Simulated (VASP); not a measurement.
Here is a VASP 6.6.1 calculation.

Contents of INCAR:

```
SYSTEM = LiF
PREC = Accurate ; ENCUT = 520
EDIFF = 1E-8 ; ISMEAR = -1
SIGMA = 0.03 ; LREAL = .False.
LASPH = .True. ; NELM = 100
ALGO = Normal ; ISIF = 2
LWAVE = .False. ; LCHARG = .False.
LEFG = .True. ; NBANDS = 12
```

File KPOINTS:

```
regular mesh
0
Gamma
  10 10 10
  0 0 0
```

The input POSCAR:

```
LiF
1.0
    0.0000000000      2.0072641637      2.0072641637
    2.0072641637      0.0000000000      2.0072641637
    2.0072641637      2.0072641637      0.0000000000
Li F
1 1
Direct
    0.0000000000      0.0000000000      0.0000000000
    0.5000000000      0.5000000000      0.5000000000
```

Potentials or basis: VASP PAW LDA potentials, release 64 (Li_sv, F).

The run is started by

```sh
$ cat potpaw_LDA.64/Li_sv/POTCAR potpaw_LDA.64/F/POTCAR > POTCAR
$ mpirun -np 1 vasp_std > vasp.out
```

Question: Predict the band gap on the k mesh.

Answer: 8.93 eV, direct.

Caveat: without QUAD_EFG the Cq values of the log hold for a quadrupole moment of 1 mb, not for the nuclei. A k mesh can miss the band edges.
